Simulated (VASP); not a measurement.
# Ir (P6_3/mmc) in VASP: a series of runs

The runs below take Ir through single point, with PBE.

Everything below comes from runs of VASP 6.6.1. Logs are shortened: lines on timing, memory, paths and dates and some standing lists are left out, and cuts for length are marked.

**1. The cell of the first run**

It takes space group P6_3/mmc (No. 194, hexagonal). The conventional cell has a = 2.971 Å, b = 2.971 Å, c = 4.284 Å, α = 90.00°, β = 90.00°, γ = 120.00°. Within 3.6 Å of Ir (site symmetry -6m2) lie 12 Ir at 2.74 to 2.97 Å.

This isn't the form of Ir at room conditions, which is fcc.

**2. Single point, PBE (strain +0.080 along x and y, -0.040 along z)**

Input file INCAR:

```
SYSTEM = Ir
ALGO = Normal
EDIFF = 1E-7
ENCUT = 520
GGA = PE
ISIF = 2
ISMEAR = 0
LASPH = .TRUE.
LCHARG = .TRUE.
LELF = .TRUE.
LREAL = .FALSE.
LVHAR = .TRUE.
LWAVE = .FALSE.
NBANDS = 16
NELM = 100
PREC = Accurate
SIGMA = 0.15
```

Input file KPOINTS:

```
k-points
0
G
  18 18 12
  0 0 0
```

Input file POSCAR:

```
Ir
1.0
    2.9714881261      0.0000000000      0.0000000000
   -1.4857440631      2.5733842043      0.0000000000
    0.0000000000      0.0000000000      4.2837984000
Ir
2
Direct
    0.6666666667      0.3333333333      0.7500000000
    0.3333333333      0.6666666667      0.2500000000
```

Potentials or basis: VASP PAW PBE potentials, release 64 (Ir).

The run is started by

```
$ cat potpaw_PBE.64/Ir/POTCAR > POTCAR
$ mpirun -np 1 vasp_std > vasp.out
```

OUTCAR:

```text
SYSTEM = Ir
   EDIFF = 1E-7
   ENCUT = 520
   GGA = PE
   ISIF = 2
   ISMEAR = 0
   LASPH = .TRUE.
   LREAL = .FALSE.
   NELM = 100
   PREC = Accurate

 ion  position               nearest neighbor table
   1  0.667  0.333  0.750-   2 2.74   2 2.74   2 2.74   2 2.74   2 2.74   2 2.74
   2  0.333  0.667  0.250-   1 2.74   1 2.74   1 2.74   1 2.74   1 2.74   1 2.74

  LATTYP: Found a hexagonal cell.
 ALAT       =     2.9714881261
 C/A-ratio  =     1.4416340292

  Lattice vectors:

 A1 = (   2.9714881261,   0.0000000000,   0.0000000000)
 A2 = (  -1.4857440631,   2.5733842043,   0.0000000000)
 A3 = (   0.0000000000,   0.0000000000,   4.2837984000)

Analysis of symmetry for initial positions (statically):
=====================================================================
 Subroutine PRICEL returns:
 Original cell was already a primitive cell.

 Routine SETGRP: Setting up the symmetry group for a
 hexagonal supercell.

 Subroutine GETGRP returns: Found 24 space group operations
 (whereof 12 operations were pure point group operations)
 out of a pool of 24 trial point group operations.

The static configuration has the point symmetry D_3d.
 The point group associated with its full space group is D_6h.

Analysis of symmetry for dynamics (positions and initial velocities):
=====================================================================
 Subroutine PRICEL returns:
 Original cell was already a primitive cell.

 Routine SETGRP: Setting up the symmetry group for a
 hexagonal supercell.

 Subroutine GETGRP returns: Found 24 space group operations
 (whereof 12 operations were pure point group operations)
 out of a pool of 24 trial point group operations.

The dynamic configuration has the point symmetry D_3d.
 The point group associated with its full space group is D_6h.

 Subroutine INISYM returns: Found 24 space group operations
 (whereof 12 operations are pure point group operations),
 and found     1 'primitive' translations

----------------------------------------------------------------------------------------

                                     Primitive cell

  volume of cell :      32.7573

  direct lattice vectors                    reciprocal lattice vectors
     2.971488126  0.000000000  0.000000000     0.336531717  0.194296677  0.000000000
    -1.485744063  2.573384204  0.000000000     0.000000000  0.388593354  0.000000000
     0.000000000  0.000000000  4.283798400     0.000000000  0.000000000  0.233437689

  length of vectors
     2.971488126  2.971488126  4.283798400     0.388593354  0.388593354  0.233437689
[... 82 lines left out ...]
   LREAL  =      F    real-space projection
   EDIFFG = 0.1E-05   stopping-criterion for IOM
   NSW    =      0    number of steps for IOM
   IBRION =     -1    ionic relax: 0-MD 1-quasi-New 2-CG
   NFREE  =      0    steps in history (QN), initial steepest desc. (CG)
   ISIF   =      2    stress and relaxation
   ISYM   =      2    0-nonsym 1-usesym 2-fastsym
   POTIM  = 0.5000    time-step for ionic-motion
   TEBEG  =    0.0;   TEEND  =   0.0 temperature during run
   PSTRESS=    0.0 pullay stress
   NELECT =      18.0000    total number of electrons
   NUPDOWN=      -1.0000    fix difference up-down
   EMIN   =  10.00;   EMAX   =-10.00  energy-range for DOS
   EFERMI =   0.00;   METHOD = LEGACY
   ISMEAR =     0;   SIGMA  =   0.15  broadening in eV -4-tet -1-fermi 0-gaus
   EFERMI_NEDOS =   21; number of points for ismear=-14 and -15
   IALGO  =     38    algorithm
   IMIX   =      4    mixing-type and parameters
     AMIX     =   0.40;   BMIX     =  1.00
     AMIX_MAG =   1.60;   BMIX_MAG =  1.00
  volume/ion in A,a.u.               =      16.38       110.53
  Fermi-wavevector in a.u.,A,eV,Ry     =   1.340900  2.533934 24.463456  1.798013
  Thomas-Fermi vector in A             =   2.469176
   LORBIT       =      0    0 simple, 1 ext, 2 COOP (PROOUT), +10 PAW based schemes
   GGA     = PE    functional components
   LHFCALC =     F    Hartree Fock is set to
   AEXX    =    0.0000 exact exchange contribution
   IVDW    =     0    specifies the selected vdW correction
   LEPSILON=     F    determine dielectric tensor
   LRPA    =     F    only Hartree local field effects (RPA)
 non-spin polarized calculation
 Gauss-broadening in eV      SIGMA  =   0.15
  energy-cutoff  :      520.00
  volume of cell :       32.76
 maximum number of plane-waves:       916
 NGX is ok and might be reduce to    24
   NGX = 11   NGY = 11   NGZ = 15

 number of electron      18.0000000 magnetization

 Free energy of the ion-electron system (eV)
  ---------------------------------------------------
  ext. energy  EPLUGINS =         0.00000000
  ---------------------------------------------------
  free energy    TOTEN  =       -17.04460156 eV

  energy without entropy =      -17.00388384  energy(sigma->0) =      -17.02424270

 E-fermi :   8.1628     XC(G=0): -13.1123

 val. band max:        8.1625863404   @ k =   0.3333   0.2778   0.1667
 cond. band min:       8.1715836451   @ k =   0.3333   0.1667   0.2500
 fundamental gap:      0.0089973046
 Fermi energy:         8.1627625976

 k-point     1 :       0.0000    0.0000    0.0000
  band No.  band energies     occupation
      1      -1.5715      2.00000
      2       1.5984      2.00000
      3       5.0117      2.00000
      4       5.0117      2.00000
      5       5.4386      2.00000
      6       5.4386      2.00000
[... 433 lines left out ...]
      3       2.6531      2.00000
      4       4.2341      2.00000
      5       4.5109      2.00000
      6       5.6626      2.00000
[... 8 lines left out ...]
     15      18.5119      0.00000
     16      20.2838      0.00000

 [... further k-points ...]

------------------------ aborting loop because EDIFF is reached ----------------------------------------

  FORCE on cell =-STRESS in cart. coord.  units (eV):
  Direction    XX          YY          ZZ          XY          YZ          ZX
  --------------------------------------------------------------------------------------
  -------------------------------------------------------------------------------------
  Total       -6.3958610     -6.3958610     -2.7984294      0.0000000      0.0000000     -0.0000000
  in kB     -312.8253553   -312.8253553   -136.8728421      0.0000000      0.0000000     -0.0000000
  external PRESSURE =    -254.1745176 kB  Pullay stress =       0.0000000 kB

 VOLUME and BASIS-vectors are now :
 -----------------------------------------------------------------------------
  energy-cutoff  :      520.00
  volume of cell :       32.76
      direct lattice vectors                 reciprocal lattice vectors
     2.971488126  0.000000000  0.000000000     0.336531717  0.194296677  0.000000000
    -1.485744063  2.573384204  0.000000000     0.000000000  0.388593354  0.000000000
     0.000000000  0.000000000  4.283798400     0.000000000  0.000000000  0.233437689

 POSITION                                       TOTAL-FORCE (eV/Angst)
 -----------------------------------------------------------------------------------
      1.48574      0.85779      3.21285        -0.000000     -0.000000      0.000000
     -0.00000      1.71559      1.07095         0.000000      0.000000      0.000000
 -----------------------------------------------------------------------------------
    total drift:                               -0.000000      0.000000     -0.000000

  FREE ENERGIE OF THE ION-ELECTRON SYSTEM (eV)
  ---------------------------------------------------
  free  energy   TOTEN  =       -17.0446015577 eV

  energy  without entropy=      -17.0038838430  energy(sigma->0) =      -17.02424270
```

OSZICAR:

```text
N       E                     dE             d eps       ncg     rms          rms(c)
DAV:   1     0.135832806702E+03    0.13583E+03   -0.83272E+03  8288   0.111E+03
DAV:   2    -0.142816205058E+02   -0.15011E+03   -0.13467E+03  8296   0.295E+02
DAV:   3    -0.181586874630E+02   -0.38771E+01   -0.38037E+01 11328   0.554E+01
DAV:   4    -0.182002369875E+02   -0.41550E-01   -0.41536E-01  9248   0.502E+00
DAV:   5    -0.182013672574E+02   -0.11303E-02   -0.11303E-02 11528   0.861E-01    0.152E+01
DAV:   6    -0.171802345997E+02    0.10211E+01   -0.15522E+00  9968   0.157E+01    0.593E+00
DAV:   7    -0.170544941810E+02    0.12574E+00   -0.31737E-01 11312   0.654E+00    0.228E+00
DAV:   8    -0.170456039092E+02    0.88903E-02   -0.68051E-03  9424   0.785E-01    0.674E-01
DAV:   9    -0.170445823960E+02    0.10215E-02   -0.16037E-03 11424   0.492E-01    0.222E-02
DAV:  10    -0.170445980546E+02   -0.15659E-04   -0.16456E-05 10872   0.338E-02    0.112E-02
DAV:  11    -0.170446014911E+02   -0.34365E-05   -0.12437E-06 10944   0.917E-03    0.157E-03
DAV:  12    -0.170446015577E+02   -0.66642E-07   -0.55695E-08  8064   0.253E-03
   1 F= -.17044602E+02 E0= -.17024243E+02  d E =-.407177E-01
```

Run time: 58 s. Hardware: 1 thread of Intel Xeon Platinum 8375C at 2.90GHz (Ice Lake), shared host; peak memory 0.24 GiB.

Results:

```
Free energy            : -17.0446 eV
Pressure               : -25.4 GPa
Band gap on the k mesh : zero (bands 9 and 10 overlap by 2.11 eV)
```

Levels at points of the mesh, in eV from the Fermi level:
```
           k point  band 5  band 6  band 7  band 8  band 9  band 10  band 11  band 12  band 13  band 14
(0.00, 0.00, 0.00)   -2.72   -2.72   -2.40   -2.40   -2.21     0.20     0.20     0.71     7.34    13.79
(0.50, 0.00, 0.00)   -3.17   -2.37   -1.77   -0.12    0.47     1.15     2.00     3.03     8.26     9.49
(0.00, 0.00, 0.50)   -3.58   -3.58   -3.14   -3.14   -0.27    -0.27    -0.27    -0.27    13.51    13.51
(0.50, 0.00, 0.50)   -2.14   -2.14   -0.77   -0.77    0.27     0.27     1.63     1.63     6.28     6.28
```

Caveat: the cell differs from its parent crystal (strain +0.080 along x and y, -0.040 along z); the cell stands under tension; spin-orbit coupling is left out, which moves the levels of the heavy elements.

**3. Single point, PBE (strain +0.040 along x and y, +0.040 along z)**

Input file INCAR:

```
  PREC = Accurate
  ENCUT = 520
  EDIFF = 1E-7
  ISMEAR = 0
  SIGMA = 0.15
  LREAL = False
  LASPH = True
  NELM = 80
  ALGO = Fast
  ISIF = 2
  LWAVE = False
  LCHARG = False
  GGA = PE
  NBANDS = 16
```

Input file KPOINTS:

```
Automatic mesh
0
Gamma
  18 18 12
```

Input file POSCAR:

```
Ir
1.0
    2.8614330104      0.0000000000      0.0000000000
   -1.4307165052      2.4780736782      0.0000000000
    0.0000000000      0.0000000000      4.6407816000
Ir
2
Direct
    0.6666666667      0.3333333333      0.7500000000
    0.3333333333      0.6666666667      0.2500000000
```

Potentials or basis: VASP PAW PBE potentials, release 64 (Ir).

The run is started by

```
$ cat potpaw_PBE.64/Ir/POTCAR > POTCAR
$ mpirun -np 1 vasp_std > vasp.out
```

Wall time 91 s (1 thread of Intel Xeon Platinum 8375C at 2.90GHz (Ice Lake), shared host); peak memory 0.25 GiB.

It converged, with:

| Property | Result |
| --- | --- |
| Free energy | -17.1660 eV |
| Pressure | -30.3 GPa |
| Band gap on the k mesh | zero (bands 9 and 10 overlap by 2.58 eV) |

Stress tensor (GPa, compression positive):
```
-30.05   0.00   0.00
  0.00 -30.05   0.00
  0.00   0.00 -30.84
```

Levels at points of the mesh, in eV from the Fermi level:
```
           k point  band 6  band 7  band 8  band 9  band 10  band 11  band 12  band 13
(0.00, 0.00, 0.00)   -2.52   -2.52   -1.89   -1.89    -0.38     0.21     0.21     5.78
(0.50, 0.00, 0.00)   -2.76   -2.38    0.53    0.72     0.84     2.44     3.69     7.41
(0.00, 0.00, 0.50)   -3.13   -3.13   -3.13   -0.40    -0.40    -0.40    -0.40    13.07
(0.50, 0.00, 0.50)   -1.67   -0.66   -0.66    0.72     0.72     1.81     1.81     6.39
```

Caveat: the cell differs from its parent crystal (strain +0.040 along x and y, +0.040 along z); the cell stands under tension; spin-orbit coupling is left out, which moves the levels of the heavy elements.
